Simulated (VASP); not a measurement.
# Ti (Fm-3m) in VASP: further runs

Runs on Ti. Level: PBEsol. Tasks: single point.

Everything below comes from runs of VASP 6.6.1. Logs are shortened: lines on timing, memory, paths and dates and some standing lists are left out, and cuts for length are marked.

## Step 1: The cell of the first run

The structure is cubic, space group Fm-3m (No. 225). Conventional cell: a = 3.735 Å, b = 3.735 Å, c = 3.735 Å, α = 90.00°, β = 90.00°, γ = 90.00°. Ti (site symmetry m-3m) has 12 Ti at 2.64 Å within 3.5 Å.

## Step 2: Single point, PBEsol (strain -0.080 along x and y, -0.080 along z)

INCAR reads:

```
SYSTEM = Ti
PREC = Accurate
ENCUT = 520
EDIFF = 1E-6
ISMEAR = 0
SIGMA = 0.15
LREAL = .False.
LASPH = .True.
NELM = 60
ALGO = Normal
ISIF = 2
LWAVE = .False.
LCHARG = .False.
GGA = PS
NBANDS = 12
```

KPOINTS reads:

```
Automatic mesh
0
Gamma
  20 20 20
  0 0 0
```

POSCAR reads:

```
Ti
1.0
    0.0000000000      1.8676000000      1.8676000000
    1.8676000000      0.0000000000      1.8676000000
    1.8676000000      1.8676000000      0.0000000000
Ti
1
Direct
    0.0000000000      0.0000000000      0.0000000000
```

Potentials or basis: VASP PAW PBE potentials, release 64 (Ti_sv).

Command:

```sh
cat potpaw_PBE.64/Ti_sv/POTCAR > POTCAR
mpirun -np 1 vasp_std > vasp.out
```

OUTCAR:

```text
SYSTEM = Ti
   PREC = Accurate
   ENCUT = 520
   EDIFF = 1E-6
   ISMEAR = 0
   LREAL = .False.
   LASPH = .True.
   NELM = 60
   ISIF = 2
   GGA = PS

 ion  position               nearest neighbor table
   1  0.000  0.000  0.000-

  LATTYP: Found a face centered cubic cell.
 ALAT       =     3.7352000000

  Lattice vectors:

 A1 = (   0.0000000000,   1.8676000000,   1.8676000000)
 A2 = (   1.8676000000,   0.0000000000,   1.8676000000)
 A3 = (   1.8676000000,   1.8676000000,   0.0000000000)

Analysis of symmetry for initial positions (statically):
=====================================================================
 Subroutine PRICEL returns:
 Original cell was already a primitive cell.

 Routine SETGRP: Setting up the symmetry group for a
 face centered cubic supercell.

 Subroutine GETGRP returns: Found 48 space group operations
 (whereof 48 operations were pure point group operations)
 out of a pool of 48 trial point group operations.

The static configuration has the point symmetry O_h .

Analysis of symmetry for dynamics (positions and initial velocities):
=====================================================================
 Subroutine PRICEL returns:
 Original cell was already a primitive cell.

 Routine SETGRP: Setting up the symmetry group for a
 face centered cubic supercell.

 Subroutine GETGRP returns: Found 48 space group operations
 (whereof 48 operations were pure point group operations)
 out of a pool of 48 trial point group operations.

The dynamic configuration has the point symmetry O_h .

 Subroutine INISYM returns: Found 48 space group operations
 (whereof 48 operations are pure point group operations),
 and found     1 'primitive' translations

----------------------------------------------------------------------------------------

                                     Primitive cell

  volume of cell :      13.0281

  direct lattice vectors                    reciprocal lattice vectors
     0.000000000  1.867600000  1.867600000    -0.267723281  0.267723281  0.267723281
     1.867600000  0.000000000  1.867600000     0.267723281 -0.267723281  0.267723281
     1.867600000  1.867600000  0.000000000     0.267723281  0.267723281 -0.267723281

  length of vectors
     2.641185249  2.641185249  2.641185249     0.463710325  0.463710325  0.463710325

  position of ions in fractional coordinates (direct lattice)
     0.000000000  0.000000000  0.000000000

  ion indices of the primitive-cell ions
   primitive index   ion index
                 1           1

----------------------------------------------------------------------------------------

 KPOINTS: Automatic mesh

Automatic generation of k-mesh.
 Grid dimensions read from file:
 generate k-points for:   20   20   20

 Generating k-lattice:

  Cartesian coordinates                     Fractional coordinates (reciprocal lattice)
    -0.013386164  0.013386164  0.013386164     0.050000000  0.000000000  0.000000000
     0.013386164 -0.013386164  0.013386164     0.000000000  0.050000000  0.000000000
     0.013386164  0.013386164 -0.013386164     0.000000000  0.000000000  0.050000000

  Length of vectors
     0.023185516  0.023185516  0.023185516

  Shift w.r.t. Gamma in fractional coordinates (k-lattice)
     0.000000000  0.000000000  0.000000000

 Subroutine IBZKPT returns following result:
 ===========================================

 Found    256 irreducible k-points:

 Following reciprocal coordinates:
            Coordinates               Weight
  0.000000  0.000000  0.000000      1.000000
  0.050000  0.000000  0.000000      8.000000
  0.100000  0.000000  0.000000      8.000000
  0.150000  0.000000  0.000000      8.000000
  0.200000  0.000000  0.000000      8.000000
  0.250000  0.000000  0.000000      8.000000
[... 16 lines left out ...]
 -0.400000  0.050000  0.000000     24.000000
 -0.350000  0.050000  0.000000     24.000000
 [... further k-points ...]
   k-points           NKPTS =    256   k-points in BZ     NKDIM =    256   number of bands    NBANDS=     12
   number of dos      NEDOS =    301   number of ions     NIONS =      1
   total plane-waves  NPLWV =   8000
   dimension x,y,z NGX =    20 NGY =   20 NGZ =   20
   dimension x,y,z NGXF=    40 NGYF=   40 NGZF=   40
   ions per type =               1
   NGX,Y,Z   is equivalent  to a cutoff of  12.59, 12.59, 12.59 a.u.
   NGXF,Y,Z  is equivalent  to a cutoff of  25.18, 25.18, 25.18 a.u.
 SYSTEM =  Ti
   PREC   = accura    normal or accurate (medium, high low for compatibility)
   ISTART =      0    job   : 0-new  1-cont  2-samecut
   ICHARG =      2    charge: 1-file 2-atom 10-const
   ISPIN  =      1    spin polarized calculation?
   LNONCOLLINEAR =      F non collinear calculations
   LSORBIT =      F    spin-orbit coupling
   LASPH  =      T    aspherical Exc in radial PAW
   ENCUT  =  520.0 eV  38.22 Ry    6.18 a.u.   4.91  4.91  4.91*2*pi/ulx,y,z
   NELM   =     60;   NELMIN=  2; NELMDL= -5     # of ELM steps
   EDIFF  = 0.1E-05   stopping-criterion for ELM
   LREAL  =      F    real-space projection
   EDIFFG = 0.1E-04   stopping-criterion for IOM
   NSW    =      0    number of steps for IOM
   IBRION =     -1    ionic relax: 0-MD 1-quasi-New 2-CG
   NFREE  =      0    steps in history (QN), initial steepest desc. (CG)
   ISIF   =      2    stress and relaxation
   ISYM   =      2    0-nonsym 1-usesym 2-fastsym
   POTIM  = 0.5000    time-step for ionic-motion
   TEBEG  =    0.0;   TEEND  =   0.0 temperature during run
   PSTRESS=    0.0 pullay stress
   NELECT =      12.0000    total number of electrons
   NUPDOWN=      -1.0000    fix difference up-down
   EMIN   =  10.00;   EMAX   =-10.00  energy-range for DOS
   EFERMI =   0.00;   METHOD = LEGACY
   ISMEAR =     0;   SIGMA  =   0.15  broadening in eV -4-tet -1-fermi 0-gaus
   EFERMI_NEDOS =   21; number of points for ismear=-14 and -15
   IALGO  =     38    algorithm
   IMIX   =      4    mixing-type and parameters
     AMIX     =   0.40;   BMIX     =  1.00
     AMIX_MAG =   1.60;   BMIX_MAG =  1.00
  volume/ion in A,a.u.               =      13.03        87.92
  Fermi-wavevector in a.u.,A,eV,Ry     =   1.592849  3.010049 34.520283  2.537169
  Thomas-Fermi vector in A             =   2.691171
   LORBIT       =      0    0 simple, 1 ext, 2 COOP (PROOUT), +10 PAW based schemes
   GGA     = PS    functional components
   LHFCALC =     F    Hartree Fock is set to
   AEXX    =    0.0000 exact exchange contribution
   IVDW    =     0    specifies the selected vdW correction
   LEPSILON=     F    determine dielectric tensor
   LRPA    =     F    only Hartree local field effects (RPA)
 non-spin polarized calculation
 Gauss-broadening in eV      SIGMA  =   0.15
  energy-cutoff  :      520.00
  volume of cell :       13.03
 maximum number of plane-waves:       360
   NGX =  9   NGY =  9   NGZ =  9

 number of electron      12.0000005 magnetization

 Free energy of the ion-electron system (eV)
  ---------------------------------------------------
  ext. energy  EPLUGINS =         0.00000000
  ---------------------------------------------------
  free energy    TOTEN  =        -7.89672442 eV

  energy without entropy =       -7.88344919  energy(sigma->0) =       -7.89008681

 E-fermi :  11.5101     XC(G=0): -13.0823

 val. band max:       11.5031957006   @ k =   0.2000   0.1500   0.0500
 cond. band min:      11.5119050460   @ k =   0.1500   0.1500   0.0000
 fundamental gap:      0.0087093454
 Fermi energy:        11.5100688576

 k-point     1 :       0.0000    0.0000    0.0000
  band No.  band energies     occupation
      1     -44.6293      2.00000
      2     -20.0283      2.00000
      3     -20.0283      2.00000
      4     -20.0283      2.00000
      5       4.8996      2.00000
      6      12.4868      0.00000
      7      12.4868      0.00000
      8      12.4868      0.00000
      9      14.8804      0.00000
     10      14.8804      0.00000
     11      28.3746      0.00000
     12      34.3132      0.00000

 k-point     2 :       0.0500    0.0000    0.0000
  band No.  band energies     occupation
      1     -44.6202      2.00000
      2     -20.0715      2.00000
      3     -20.0332      2.00000
      4     -20.0332      2.00000
      5       5.0088      2.00000
      6      12.4120      0.00000
      7      12.5300      0.00000
      8      12.5300      0.00000
      9      14.8479      0.00000
     10      14.8479      0.00000
     11      28.5216      0.00000
     12      33.5617      0.00000

 k-point     3 :       0.1000    0.0000    0.0000
  band No.  band energies     occupation
      1     -44.5939      2.00000
      2     -20.1963      2.00000
      3     -20.0475      2.00000
      4     -20.0475      2.00000
      5       5.3265      2.00000
      6      12.2089      0.00000
      7      12.6459      0.00000
      8      12.6459      0.00000
      9      14.7695      0.00000
     10      14.7695      0.00000
     11      28.9131      0.00000
     12      32.1044      0.00000
[... 286 lines left out ...]
 k-point    23 :      -0.4000    0.0500    0.0000
  band No.  band energies     occupation
      1     -44.2691      2.00000
      2     -21.5660      2.00000
      3     -20.2539      2.00000
      4     -20.2089      2.00000
      5       8.2306      2.00000
      6      12.1948      0.00000
      7      12.4198      0.00000
      8      12.6658      0.00000
      9      16.0706      0.00000
     10      16.5772      0.00000
     11      23.9432      0.00000
     12      28.1054      0.00000

 k-point    24 :      -0.3500    0.0500    0.0000
  band No.  band energies     occupation
      1     -44.3074      2.00000
      2     -21.4139      2.00000
      3     -20.2394      2.00000
      4     -20.1840      2.00000
      5       8.1336      2.00000
      6      12.0089      0.00000
      7      12.4451      0.00000
      8      12.5449      0.00000
      9      15.6493      0.00000
     10      16.2536      0.00000
     11      24.9219      0.00000
     12      28.6101      0.00000

 [... further k-points ...]
[... 5 lines left out ...]
  --------------------------------------------------------------------------------------
  -------------------------------------------------------------------------------------
  Total        3.3780713      3.3780713      3.3780713      0.0000000      0.0000000     -0.0000000
  in kB      415.4299442    415.4299442    415.4299442      0.0000000      0.0000000     -0.0000000
  external PRESSURE =     415.4299442 kB  Pullay stress =       0.0000000 kB

 VOLUME and BASIS-vectors are now :
 -----------------------------------------------------------------------------
  energy-cutoff  :      520.00
  volume of cell :       13.03
      direct lattice vectors                 reciprocal lattice vectors
     0.000000000  1.867600000  1.867600000    -0.267723281  0.267723281  0.267723281
     1.867600000  0.000000000  1.867600000     0.267723281 -0.267723281  0.267723281
     1.867600000  1.867600000  0.000000000     0.267723281  0.267723281 -0.267723281

 POSITION                                       TOTAL-FORCE (eV/Angst)
 -----------------------------------------------------------------------------------
      0.00000      0.00000      0.00000         0.000000      0.000000      0.000000
 -----------------------------------------------------------------------------------
    total drift:                                0.000000      0.000000      0.000000

  FREE ENERGIE OF THE ION-ELECTRON SYSTEM (eV)
  ---------------------------------------------------
  free  energy   TOTEN  =        -7.8967244227 eV

  energy  without entropy=       -7.8834491883  energy(sigma->0) =       -7.89008681
```

Wall time 16 s (1 thread of Intel Xeon 6975P-C (Granite Rapids), shared host); peak memory 0.15 GiB.

Results:

```yaml
Free_energy: -7.8967 eV
Pressure: 41.5 GPa
Band_gap_on_the_k_mesh: zero (band 6 reaches 12.49 eV, above the bottom of band 7 at 11.03 eV)
```

Caveat: the cell differs from its parent crystal (strain -0.080 along x and y, -0.080 along z); the PAW data sets were made with another functional, which shifts forces and pressure a little.

(Continued in part 2 of 2.)
